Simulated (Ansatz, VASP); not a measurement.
## Mo in VASP and in Ansatz

INCAR

```
SYSTEM = Mo
  PREC = Accurate
  ENCUT = 520
  EDIFF = 1E-7
  ISMEAR = 0
  SIGMA = 0.15
  LREAL = .False.
  LASPH = .True.
  NELM = 60
  ALGO = Fast
  ISIF = 2
  LWAVE = .False.
  LCHARG = .False.
  GGA = PE
  NBANDS = 13
```

Contents of KPOINTS:

```
Automatic mesh
0
Gamma
  22 22 22
  0 0 0
```

Contents of POSCAR:

```
Mo
1.0
   -1.4453200000      1.4453200000      1.6966800000
    1.4453200000     -1.4453200000      1.6966800000
    1.4453200000      1.4453200000     -1.6966800000
Mo
1
Direct
    0.0000000000      0.0000000000      0.0000000000
```

Input for Ansatz:

```yaml
crystal:
  lattice:
    - [-1.44532, 1.44532, 1.69668]
    - [1.44532, -1.44532, 1.69668]
    - [1.44532, 1.44532, -1.69668]
  atoms:
    - { symbol: Mo, position: [0.0, 0.0, 0.0] }
basis:
  ecutwfc: 420
kpoints:
  mp_grid: { grid: [22, 22, 22] }
hamiltonian:
  xc: pbe
scf:
  occupations: { method: gaussian, width: 0.15 }
output:
  forces: true
  stress: true
  eigenvalues: true
  write_density: true
  write_potential: true
  elf: true
  volumetric_format: npy
```

Change from the starting cell: strain -0.080 along x and y, +0.080 along z, atoms carried along.

Alike in both runs: task single point; functional PBE; k mesh 22 × 22 × 22; occupations gaussian, width 0.15 eV; no spin polarisation.

```csv
,VASP,Ansatz
version,VASP 6.6.1,Ansatz 0.2.0
potentials or method,"VASP PAW PBE potentials, release 64 (Mo_sv), cutoff 520 eV","scalar-relativistic, plane waves, PAW"
valence electrons in the cell,14,14
```

```csv
,VASP,Ansatz,Ansatz less VASP
gap on the k mesh at the Fermi level (eV),none,none,-
pressure (GPa),38.4,37.6,-0.80
"traceless stress, the component that is largest in VASP (GPa)",-25.33,-25.37,-0.040
```

A gap of «none» marks a metal or a gap that the smearing closes. Both programs put the cell under a high pressure, so it lies far from rest at this level. With one functional, cell and mesh, what is left measures potentials, basis and numerics.
